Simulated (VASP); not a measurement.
A run of VASP 6.6.1 is set up as follows.

INCAR

```
SYSTEM = VN2
PREC = Accurate ; ENCUT = 520
EDIFF = 1E-7 ; ISMEAR = 0
SIGMA = 0.15 ; LREAL = .FALSE.
LASPH = .TRUE. ; NELM = 100
ALGO = Normal ; ISIF = 2
LWAVE = .FALSE. ; LCHARG = .TRUE.
GGA = PE ; LELF = .TRUE.
LVHAR = .TRUE. ; NBANDS = 32
```

KPOINTS

```
Automatic mesh
0
G
  18 18 18
  0 0 0
```

Contents of POSCAR:

```
VN2
1.0
   -2.0263789820      2.0263789820      2.8053124269
    2.0263789820     -2.0263789820      2.8053124269
    2.0263789820      2.0263789820     -2.8053124269
V N
2 4
Direct
    0.2500000000      0.2500000000      0.0000000000
    0.7500000000      0.7500000000      0.0000000000
    0.1135731475      0.6135731475      0.7271462950
    0.6135731475      0.8864268525      0.5000000000
    0.8864268525      0.3864268525      0.2728537050
    0.3864268525      0.1135731475      0.5000000000
```

Potentials or basis: VASP PAW PBE potentials, release 64 (V_sv, N).

The run is started by

```bash
$ cat potpaw_PBE.64/V_sv/POTCAR potpaw_PBE.64/N/POTCAR > POTCAR
$ mpirun -np 1 vasp_std > vasp.out
```

(1) What does it give for the largest force?

(2) What does it give for the pressure?

(3) Predict the band gap on the k mesh.

## Answers

(1) 1.247 eV/Å.

(2) 13.0 GPa.

(3) zero (band 23 reaches 11.98 eV, above the bottom of band 24 at 11.07 eV).

Caveat: the run has no spin polarisation, though such a crystal can be magnetic; forces of over 1 eV/Å act on the atoms, so gaps and moduli don't describe the material at rest.
